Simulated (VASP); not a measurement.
# Zn2SnN3 (R-3m) in VASP: further runs, part 2 of 2

VASP 6.6.1. Earlier steps stand in the parts before.

### Step 4. Single point, PBE

This run uses another cell than the first one, of 26.88 Å³/atom, 1.707 times its volume.

Input file INCAR:

```
SYSTEM = Zn2SnN3
PREC     = Accurate       ! precision mode
ENCUT    = 520            ! plane-wave cutoff, eV
EDIFF    = 1E-6           ! SCF threshold, eV
ISMEAR   = 0              ! smearing method
SIGMA    = 0.1            ! smearing width, eV
LREAL    = .False.        ! projectors in reciprocal space
LASPH    = .True.         ! aspherical terms in the spheres
NELM     = 60             ! most SCF steps
ALGO     = Normal         ! electronic algorithm
ISIF     = 2              ! what is computed and relaxed
LWAVE    = .False.        ! write WAVECAR
LCHARG   = .False.        ! write CHGCAR
GGA      = PE             ! functional
NBANDS   = 36             ! bands
```

Input file KPOINTS:

```
Automatic mesh
0
Gamma
  6 6 6
  0 0 0
```

Input file POSCAR:

```
Zn2SnN3
1.0
    3.6137732565      2.0864129624      3.5654385147
   -3.6137732565      2.0864129624      3.5654385147
    0.0000000000     -4.1728259248      3.5654385147
Zn Sn N
2 1 3
Direct
    0.3372241587      0.3372241587      0.3372241587
    0.6627758413      0.6627758413      0.6627758413
    0.0000000000      0.0000000000      0.0000000000
    0.8273926922      0.8273926922      0.8273926922
    0.1726073078      0.1726073078      0.1726073078
    0.5000000000      0.5000000000      0.5000000000
```

Potentials or basis: VASP PAW PBE potentials, release 64 (Zn, Sn_d, N).

Started as:

```console
$ cat potpaw_PBE.64/Zn/POTCAR potpaw_PBE.64/Sn_d/POTCAR potpaw_PBE.64/N/POTCAR > POTCAR
$ mpirun -np 1 vasp_std > vasp.out
```

OUTCAR:

```text
SYSTEM = Zn2SnN3
   PREC = Accurate
   ENCUT = 520
   EDIFF = 1E-6
   ISMEAR = 0
   LREAL = .False.
   LASPH = .True.
   NELM = 60
   ISIF = 2
   GGA = PE

 ion  position               nearest neighbor table
   1  0.337  0.337  0.337-   6 1.74   5 1.76
   2  0.663  0.663  0.663-   6 1.74   4 1.76
   3  0.000  0.000  0.000-   4 1.85   5 1.85
   4  0.827  0.827  0.827-   2 1.76   3 1.85
   5  0.173  0.173  0.173-   1 1.76   3 1.85
   6  0.500  0.500  0.500-   1 1.74   2 1.74

  LATTYP: Found a trigonal (rhomboedric) cell.
 ALAT       =     5.4886089313
 COS(alpha) =     0.1329837867

  Lattice vectors:

 A1 = (   3.6137732565,   2.0864129624,   3.5654385147)
 A2 = (  -3.6137732565,   2.0864129624,   3.5654385147)
 A3 = (   0.0000000000,  -4.1728259248,   3.5654385147)

Analysis of symmetry for initial positions (statically):
=====================================================================
 Subroutine PRICEL returns:
 Original cell was already a primitive cell.

 Routine SETGRP: Setting up the symmetry group for a
 trigonal (rhombohedral) supercell.

 Subroutine GETGRP returns: Found 12 space group operations
 (whereof 12 operations were pure point group operations)
 out of a pool of 12 trial point group operations.

The static configuration has the point symmetry D_3d.

Analysis of symmetry for dynamics (positions and initial velocities):
=====================================================================
 Subroutine PRICEL returns:
 Original cell was already a primitive cell.

 Routine SETGRP: Setting up the symmetry group for a
 trigonal (rhombohedral) supercell.

 Subroutine GETGRP returns: Found 12 space group operations
 (whereof 12 operations were pure point group operations)
 out of a pool of 12 trial point group operations.

The dynamic configuration has the point symmetry D_3d.

 Subroutine INISYM returns: Found 12 space group operations
[... 121 lines left out ...]
   EFERMI_NEDOS =   21; number of points for ismear=-14 and -15
   IALGO  =     38    algorithm
   IMIX   =      4    mixing-type and parameters
     AMIX     =   0.40;   BMIX     =  1.00
     AMIX_MAG =   1.60;   BMIX_MAG =  1.00
  volume/ion in A,a.u.               =      26.88       181.41
  Fermi-wavevector in a.u.,A,eV,Ry     =   1.129688  2.134800 17.363672  1.276194
  Thomas-Fermi vector in A             =   2.266382
   LORBIT       =      0    0 simple, 1 ext, 2 COOP (PROOUT), +10 PAW based schemes
   GGA     = PE    functional components
   LHFCALC =     F    Hartree Fock is set to
   AEXX    =    0.0000 exact exchange contribution
   IVDW    =     0    specifies the selected vdW correction
   LEPSILON=     F    determine dielectric tensor
   LRPA    =     F    only Hartree local field effects (RPA)
 non-spin polarized calculation
 Gauss-broadening in eV      SIGMA  =   0.10
  energy-cutoff  :      520.00
  volume of cell :      161.30
 maximum number of plane-waves:      4366
 NGX is ok and might be reduce to    42
   NGX = 21   NGY = 21   NGZ = 21

 number of electron      53.0000035 magnetization

 Free energy of the ion-electron system (eV)
  ---------------------------------------------------
  ext. energy  EPLUGINS =         0.00000000
  ---------------------------------------------------
  free energy    TOTEN  =       -22.86605076 eV

  energy without entropy =      -22.83666564  energy(sigma->0) =      -22.85135820

 E-fermi :  -0.4568     XC(G=0):  -7.3794

 val. band max:       -0.4716707489   @ k =   0.3333   0.0000   0.0000
 cond. band min:      -0.4454485441   @ k =   0.5000   0.5000   0.1667
 fundamental gap:      0.0262222048
 Fermi energy:        -0.4568017431

 k-point     1 :       0.0000    0.0000    0.0000
  band No.  band energies     occupation
      1     -22.7764      2.00000
      2     -22.3131      2.00000
      3     -22.3131      2.00000
      4     -22.0429      2.00000
      5     -22.0429      2.00000
      6     -14.3821      2.00000
[... 925 lines left out ...]
     35       6.1675      0.00000
     36       6.8319      0.00000

 [... further k-points ...]
[... 5 lines left out ...]
  --------------------------------------------------------------------------------------
  -------------------------------------------------------------------------------------
  Total       -0.0427406     -0.0427406      0.5951064      0.0000000     -0.0000000      0.0000000
  in kB       -0.4245474     -0.4245474      5.9112572      0.0000000     -0.0000000      0.0000000
  external PRESSURE =       1.6873875 kB  Pullay stress =       0.0000000 kB

 VOLUME and BASIS-vectors are now :
 -----------------------------------------------------------------------------
  energy-cutoff  :      520.00
  volume of cell :      161.30
      direct lattice vectors                 reciprocal lattice vectors
     3.613773257  2.086412962  3.565438515     0.138359538  0.079881917  0.093490136
    -3.613773257  2.086412962  3.565438515    -0.138359538  0.079881917  0.093490136
     0.000000000 -4.172825925  3.565438515     0.000000000 -0.159763834  0.093490136

 POSITION                                       TOTAL-FORCE (eV/Angst)
 -----------------------------------------------------------------------------------
      0.00000      0.00000      3.60706         0.000000      0.000000     -0.003644
      0.00000      0.00000      7.08926         0.000000      0.000000      0.003644
      0.00000      0.00000      0.00000         0.000000      0.000000     -0.000000
      0.00000      0.00000      8.85005         0.000000      0.000000      0.265189
      0.00000      0.00000      1.84626         0.000000     -0.000000     -0.265189
      0.00000      0.00000      5.34816         0.000000      0.000000     -0.000000
 -----------------------------------------------------------------------------------
    total drift:                               -0.000000      0.000000     -0.000000

  FREE ENERGIE OF THE ION-ELECTRON SYSTEM (eV)
  ---------------------------------------------------
  free  energy   TOTEN  =       -22.8660507622 eV

  energy  without entropy=      -22.8366656442  energy(sigma->0) =      -22.85135820
```

Wall time 2.9 min (1 thread of AMD EPYC 7R43 (Zen 3), shared host); peak memory 0.32 GiB.

Results:

```yaml
Free_energy: -22.8661 eV
Pressure: 0.2 GPa
Largest_force: 0.265 eV/Å
```

Forces on the atoms (eV/Å):
```
Zn   0.000  0.000 -0.004
Zn   0.000  0.000  0.004
Sn   0.000  0.000  0.000
N    0.000  0.000  0.265
N    0.000  0.000 -0.265
N    0.000  0.000  0.000
```

Stress tensor (GPa, compression positive):
```
-0.04  0.00  0.00
 0.00 -0.04  0.00
 0.00  0.00  0.59
```

Caveat: spin-orbit coupling is left out, which moves the levels of the heavy elements.

### Step 5. Single point, PBE

This run uses another cell than the first one, of 26.88 Å³/atom, 1.707 times its volume.

Input file INCAR:

```
PREC = Accurate
ENCUT = 520
EDIFF = 1E-7
ISMEAR = 0
SIGMA = 0.1
LREAL = False
LASPH = True
NELM = 100
ALGO = Normal
ISIF = 2
LWAVE = False
LCHARG = False
GGA = PE
NBANDS = 36
```

Input file KPOINTS:

```
Automatic mesh
0
Gamma
  6 6 6
```

POSCAR is that of step 4.

Started as:

```console
$ cat potpaw_PBE.64/Zn/POTCAR potpaw_PBE.64/Sn_d/POTCAR potpaw_PBE.64/N/POTCAR > POTCAR
$ mpirun -np 1 vasp_std > vasp.out
```

Run time: 3.4 min. Hardware: 1 thread of AMD EPYC 7R43 (Zen 3), shared host; peak memory 0.32 GiB.

Results (log left out):

```yaml
Free_energy: -22.8661 eV
Pressure: 0.2 GPa
Largest_force: 0.266 eV/Å
```

Forces on the atoms (eV/Å):
```
Zn   0.000  0.000 -0.004
Zn   0.000  0.000  0.004
Sn   0.000  0.000  0.000
N    0.000  0.000  0.266
N    0.000  0.000 -0.266
N    0.000  0.000  0.000
```

Stress tensor (GPa, compression positive):
```
-0.03  0.00  0.00
 0.00 -0.03  0.00
 0.00  0.00  0.60
```

Levels at points of the mesh, in eV from the Fermi level:
| k point | band 23 | band 24 | band 25 | band 26 | band 27 | band 28 | band 29 | band 30 | band 31 | band 32 |
| --- | --- | --- | --- | --- | --- | --- | --- | --- | --- | --- |
| (0.00, 0.00, 0.00) | -1.71 | -1.12 | -1.12 | -0.49 | -0.49 | -0.05 | 2.62 | 2.62 | 4.39 | 4.39 |
| (0.50, 0.00, 0.00) | -1.67 | -1.47 | -1.12 | -0.24 | 0.10 | 1.45 | 1.70 | 2.68 | 4.58 | 6.01 |
| (0.50, 0.50, 0.00) | -1.85 | -1.05 | -0.68 | -0.45 | -0.12 | 1.41 | 2.69 | 3.40 | 3.83 | 5.69 |
| (0.50, 0.50, 0.50) | -2.31 | -1.53 | -1.53 | 0.23 | 0.23 | 2.19 | 3.32 | 3.32 | 5.13 | 5.13 |

Caveat: spin-orbit coupling is left out, which moves the levels of the heavy elements.

### Step 6. Single point, PBE

This run uses another cell than the first one, of 24.73 Å³/atom, 1.570 times its volume.

Input file INCAR:

```
PREC = Accurate
ENCUT = 910
EDIFF = 1E-6
ISMEAR = 0
SIGMA = 0.1
LREAL = False
LASPH = True
NELM = 120
ALGO = Normal
ISIF = 2
LWAVE = False
LCHARG = False
GGA = PE
NBANDS = 36
GGA_COMPAT = False
```

KPOINTS is that of step 5.

Input file POSCAR:

```
Zn2SnN3
1.0
    3.4656359913      2.0008858739      3.5658098903
   -3.4656359913      2.0008858739      3.5658098903
    0.0000000000     -4.0017717435      3.5658098927
Zn Sn N
2 1 3
Direct
    0.3372802805      0.3372802805      0.3372802805
    0.6627197195      0.6627197195      0.6627197195
    0.0000000000      0.0000000000      0.0000000000
    0.8272756513      0.8272756513      0.8272756513
    0.1727243487      0.1727243487      0.1727243487
    0.5000000000      0.5000000000      0.5000000000
```

Potentials or basis: VASP PAW PBE potentials, release 64 (Zn, Sn_d, N_h).

Started as:

```console
$ cat potpaw_PBE.64/Zn/POTCAR potpaw_PBE.64/Sn_d/POTCAR potpaw_PBE.64/N_h/POTCAR > POTCAR
$ mpirun -np 1 vasp_std > vasp.out
```

OUTCAR:

```text
PREC = Accurate
   ENCUT = 910
   EDIFF = 1E-6
   ISMEAR = 0
   LREAL = False
   LASPH = True
   NELM = 120
   ISIF = 2
   GGA = PE

 ion  position               nearest neighbor table
   1  0.337  0.337  0.337-   6 1.74   5 1.76
   2  0.663  0.663  0.663-   6 1.74   4 1.76
   3  0.000  0.000  0.000-   4 1.85   5 1.85
   4  0.827  0.827  0.827-   2 1.76   3 1.85
   5  0.173  0.173  0.173-   1 1.76   3 1.85
   6  0.500  0.500  0.500-   1 1.74   2 1.74

  LATTYP: Found a trigonal (rhomboedric) cell.
 ALAT       =     5.3599605669
 COS(alpha) =     0.1638721354

  Lattice vectors:

 A1 = (   3.4656359913,   2.0008858739,   3.5658098903)
 A2 = (  -3.4656359913,   2.0008858739,   3.5658098903)
 A3 = (   0.0000000000,  -4.0017717435,   3.5658098927)

Analysis of symmetry for initial positions (statically):
=====================================================================
 Subroutine PRICEL returns:
 Original cell was already a primitive cell.

 Routine SETGRP: Setting up the symmetry group for a
 trigonal (rhombohedral) supercell.

 Subroutine GETGRP returns: Found 12 space group operations
 (whereof 12 operations were pure point group operations)
 out of a pool of 12 trial point group operations.

The static configuration has the point symmetry D_3d.

Analysis of symmetry for dynamics (positions and initial velocities):
=====================================================================
 Subroutine PRICEL returns:
 Original cell was already a primitive cell.

 Routine SETGRP: Setting up the symmetry group for a
 trigonal (rhombohedral) supercell.

 Subroutine GETGRP returns: Found 12 space group operations
 (whereof 12 operations were pure point group operations)
 out of a pool of 12 trial point group operations.

[... 121 lines left out ...]
   EMIN   =  10.00;   EMAX   =-10.00  energy-range for DOS
   EFERMI =   0.00;   METHOD = LEGACY
   ISMEAR =     0;   SIGMA  =   0.10  broadening in eV -4-tet -1-fermi 0-gaus
   EFERMI_NEDOS =   21; number of points for ismear=-14 and -15
   IALGO  =     38    algorithm
   IMIX   =      4    mixing-type and parameters
     AMIX     =   0.40;   BMIX     =  1.00
     AMIX_MAG =   1.60;   BMIX_MAG =  1.00
  volume/ion in A,a.u.               =      24.73       166.86
  Fermi-wavevector in a.u.,A,eV,Ry     =   1.161614  2.195132 18.358986  1.349347
  Thomas-Fermi vector in A             =   2.298184
   LORBIT       =      0    0 simple, 1 ext, 2 COOP (PROOUT), +10 PAW based schemes
   GGA     = PE    functional components
   LHFCALC =     F    Hartree Fock is set to
   AEXX    =    0.0000 exact exchange contribution
   IVDW    =     0    specifies the selected vdW correction
   LEPSILON=     F    determine dielectric tensor
   LRPA    =     F    only Hartree local field effects (RPA)
 non-spin polarized calculation
 Gauss-broadening in eV      SIGMA  =   0.10
  energy-cutoff  :      910.00
  volume of cell :      148.36
 maximum number of plane-waves:      9279
 NGX is ok and might be reduce to    54
   NGX = 27   NGY = 27   NGZ = 27

 number of electron      53.0000008 magnetization

 Free energy of the ion-electron system (eV)
  ---------------------------------------------------
  ext. energy  EPLUGINS =         0.00000000
  ---------------------------------------------------
  free energy    TOTEN  =       -22.88403379 eV

  energy without entropy =      -22.85672764  energy(sigma->0) =      -22.87038071

 E-fermi :   0.0988     XC(G=0):  -7.7928

 val. band max:        0.0936329315   @ k =   0.5000   0.3333   0.3333
 cond. band min:       0.1004787255   @ k =   0.3333   0.3333   0.0000
 fundamental gap:      0.0068457940
 Fermi energy:         0.0987656809

 k-point     1 :       0.0000    0.0000    0.0000
  band No.  band energies     occupation
      1     -22.2303      2.00000
      2     -21.7739      2.00000
      3     -21.7739      2.00000
      4     -21.5031      2.00000
      5     -21.5031      2.00000
      6     -13.9005      2.00000
[... 925 lines left out ...]
     35       6.9087      0.00000
     36       7.5674      0.00000

 [... further k-points ...]
[... 5 lines left out ...]
  --------------------------------------------------------------------------------------
  -------------------------------------------------------------------------------------
  Total        0.1163575      0.1163575      0.5790266      0.0000000      0.0000000      0.0000000
  in kB        1.2565806      1.2565806      6.2530865      0.0000000      0.0000000      0.0000000
  external PRESSURE =       2.9220825 kB  Pullay stress =       0.0000000 kB

 VOLUME and BASIS-vectors are now :
 -----------------------------------------------------------------------------
  energy-cutoff  :      910.00
  volume of cell :      148.36
      direct lattice vectors                 reciprocal lattice vectors
     3.465635991  2.000885874  3.565809890     0.144273663  0.083296438  0.093480400
    -3.465635991  2.000885874  3.565809890    -0.144273663  0.083296438  0.093480400
     0.000000000 -4.001771743  3.565809893     0.000000000 -0.166592877  0.093480400

 POSITION                                       TOTAL-FORCE (eV/Angst)
 -----------------------------------------------------------------------------------
      0.00000      0.00000      3.60803         0.000000     -0.000000     -0.009535
      0.00000      0.00000      7.08940         0.000000      0.000000      0.009535
      0.00000      0.00000      0.00000         0.000000     -0.000000     -0.000000
      0.00000      0.00000      8.84972         0.000000      0.000000      0.269392
      0.00000      0.00000      1.84771         0.000000     -0.000000     -0.269392
      0.00000      0.00000      5.34871        -0.000000     -0.000000      0.000000
 -----------------------------------------------------------------------------------
    total drift:                               -0.000000      0.000000     -0.000000

  FREE ENERGIE OF THE ION-ELECTRON SYSTEM (eV)
  ---------------------------------------------------
  free  energy   TOTEN  =       -22.8840337857 eV

  energy  without entropy=      -22.8567276351  energy(sigma->0) =      -22.87038071
```

OSZICAR:

```text
N       E                     dE             d eps       ncg     rms          rms(c)
DAV:   1     0.595338025696E+03    0.59534E+03   -0.32921E+04  2316   0.249E+03
DAV:   2     0.992630835227E+02   -0.49607E+03   -0.47634E+03  2336   0.597E+02
DAV:   3    -0.212545635667E+02   -0.12052E+03   -0.11656E+03  3212   0.213E+02
DAV:   4    -0.316435558896E+02   -0.10389E+02   -0.10157E+02  2632   0.620E+01
DAV:   5    -0.320063116584E+02   -0.36276E+00   -0.36009E+00  2996   0.119E+01    0.218E+01
DAV:   6    -0.230176786144E+02    0.89886E+01   -0.31556E+01  3916   0.110E+02    0.104E+01
DAV:   7    -0.230035899615E+02    0.14089E-01   -0.79052E+00  2872   0.262E+01    0.582E+00
DAV:   8    -0.229770909295E+02    0.26499E-01   -0.18838E+00  3152   0.698E+00    0.399E+00
DAV:   9    -0.229032506614E+02    0.73840E-01   -0.54735E-01  2952   0.427E+00    0.110E+00
DAV:  10    -0.228818482317E+02    0.21402E-01   -0.97241E-02  3000   0.210E+00    0.400E-01
DAV:  11    -0.228827050363E+02   -0.85680E-03   -0.16352E-02  2928   0.756E-01    0.166E-01
DAV:  12    -0.228840469055E+02   -0.13419E-02   -0.26862E-03  2672   0.397E-01    0.608E-02
DAV:  13    -0.228840348963E+02    0.12009E-04   -0.54037E-04  2804   0.222E-01    0.359E-02
DAV:  14    -0.228840336035E+02    0.12928E-05   -0.54532E-05  3108   0.471E-02    0.309E-02
DAV:  15    -0.228840315045E+02    0.20990E-05   -0.41000E-05  2888   0.537E-02    0.762E-03
DAV:  16    -0.228840335628E+02   -0.20583E-05   -0.76038E-06  2636   0.179E-02    0.380E-03
DAV:  17    -0.228840337857E+02   -0.22295E-06   -0.46686E-07  1744   0.797E-03
   1 F= -.22884034E+02 E0= -.22870381E+02  d E =-.273062E-01
```

stdout:

```text
POSCAR found type information on POSCAR ZnSnN
 POSCAR found :  3 types and       6 ions
 scaLAPACK will be used
 LDA part: xc-table for (Slater+PW92), standard interpolation
 POSCAR, INCAR and KPOINTS ok, starting setup
 FFT: planning ... GRIDC
 FFT: planning ... GRID_SOFT
 FFT: planning ... GRID
 WAVECAR not read
 entering main loop
```

Run time: 6.2 min. Hardware: 1 thread of Intel Xeon Platinum 8375C at 2.90GHz (Ice Lake), shared host; peak memory 0.65 GiB.

What came out:

| Quantity | Value |
| --- | --- |
| Free energy | -22.8840 eV |
| Pressure | 0.3 GPa |
| Largest force | 0.269 eV/Å |

Forces on the atoms (eV/Å):
```
Zn   0.000  0.000 -0.010
Zn   0.000  0.000  0.010
Sn   0.000  0.000  0.000
N    0.000  0.000  0.269
N    0.000  0.000 -0.269
N    0.000  0.000  0.000
```

Levels at points of the mesh, in eV from the Fermi level:
```
           k point  band 24  band 25  band 26  band 27  band 28  band 29  band 30  band 31
(0.00, 0.00, 0.00)    -1.20    -1.20    -0.55    -0.55    -0.24     2.51     2.51     4.24
(0.50, 0.00, 0.00)    -1.55    -1.14    -0.33     0.10     1.42     1.43     2.62     4.80
(0.50, 0.50, 0.00)    -1.11    -0.65    -0.51    -0.11     1.43     2.62     3.43     3.74
(0.50, 0.50, 0.50)    -1.63    -1.63     0.27     0.27     2.28     3.32     3.32     5.09
```

Caveat: the cutoff is under 1.25 times the usual one of these potentials, so pressure, stress and relaxed cells hold a basis-set (Pulay) error; spin-orbit coupling is left out, which moves the levels of the heavy elements.

### Step 7. The runs side by side

| potentials or basis | cell | cutoff (eV) | second run | gap on the mesh (eV) | pressure (GPa) | largest force (eV/Å) |
| --- | --- | --- | --- | --- | --- | --- |
| VASP PAW PBE potentials, release 64 (Zn, Sn_d, N) | a = 5.066 Å, angles 61.2°, 6 atoms | 520 | - | none | 12.5 | 13.64 |
| VASP PAW PBE potentials, release 64 (Zn, Sn_d, N) | a = 5.360 Å, angles 80.6°, 6 atoms | 520 | - | none | 0.4 | 0.25 |
| VASP PAW PBE potentials, release 64 (Zn, Sn_d, N) | a = 5.489 Å, angles 82.4°, 6 atoms | 520 | - | none | 0.2 | 0.27 |
| VASP PAW PBE potentials, release 64 (Zn, Sn_d, N_h) | a = 5.360 Å, angles 80.6°, 6 atoms | 910 | hard_potentials | none | 0.3 | 0.27 |

Alike in all rows: task single point; level PBE; no spin polarisation; k mesh 6 × 6 × 6; smearing gaussian 0.1 eV.

Caveats: spin-orbit coupling is left out, which moves the levels of the heavy elements; forces of over 1 eV/Å act on the atoms, so gaps and moduli don't describe the material at rest (some runs); the cutoff is under 1.25 times the usual one of these potentials, so pressure, stress and relaxed cells hold a basis-set (Pulay) error (some runs).

Total energies depend on the potentials used, so only differences within one code and one set of settings carry meaning.
